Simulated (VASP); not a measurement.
Wanted: the native input for a VASP 6.6.1 run.

| Quantity | Value |
| --- | --- |
| Task | single point |
| Functional | LDA |
| Potentials or basis | VASP PAW LDA potentials, release 64 (Sn_d) |
| Cutoff | 520 eV |
| k mesh | 9 × 9 × 9 |
| Occupations | fermi-dirac, width 0.03 eV |
| Spin | no spin polarisation |
| Dipole correction | no |
| Further INCAR settings | ALGO = Normal; EDIFF = 1e-06; NBANDS = 21 |

The structure of Sn lies in POSCAR:

```
Sn
1.0
    0.0000000000      3.2347450694      3.2347450694
    3.2347450694      0.0000000000      3.2347450694
    3.2347450694      3.2347450694      0.0000000000
Sn
2
Direct
    0.5000000000      0.5000000000      0.5000000000
    0.7500000000      0.7500000000      0.7500000000
```

This isn't the form of Sn at room conditions, which is tetragonal (white tin).

The input as run:

INCAR

```
SYSTEM = Sn
PREC = Accurate
ENCUT = 520
EDIFF = 1E-6
ISMEAR = -1
SIGMA = 0.03
LREAL = .False.
LASPH = .True.
NELM = 60
ALGO = Normal
ISIF = 2
LWAVE = .False.
LCHARG = .False.
GGA = CA
NBANDS = 21
```

KPOINTS

```
Automatic mesh
0
Gamma
  9 9 9
  0 0 0
```

Potentials or basis: VASP PAW LDA potentials, release 64 (Sn_d).

Command:

```sh
$ cat potpaw_LDA.64/Sn_d/POTCAR > POTCAR
$ mpirun -np 1 vasp_std > vasp.out
```

It gave:

```yaml
Pressure: 0.1 GPa
Band_gap_on_the_k_mesh: zero (bands 14 and 15 overlap by 0.15 eV)
```

Caveat: spin-orbit coupling is left out, which moves the levels of the heavy elements.

Wall time 70 s on 1 thread of Intel Xeon 8259CL (shared host), peak memory 0.19 GiB.
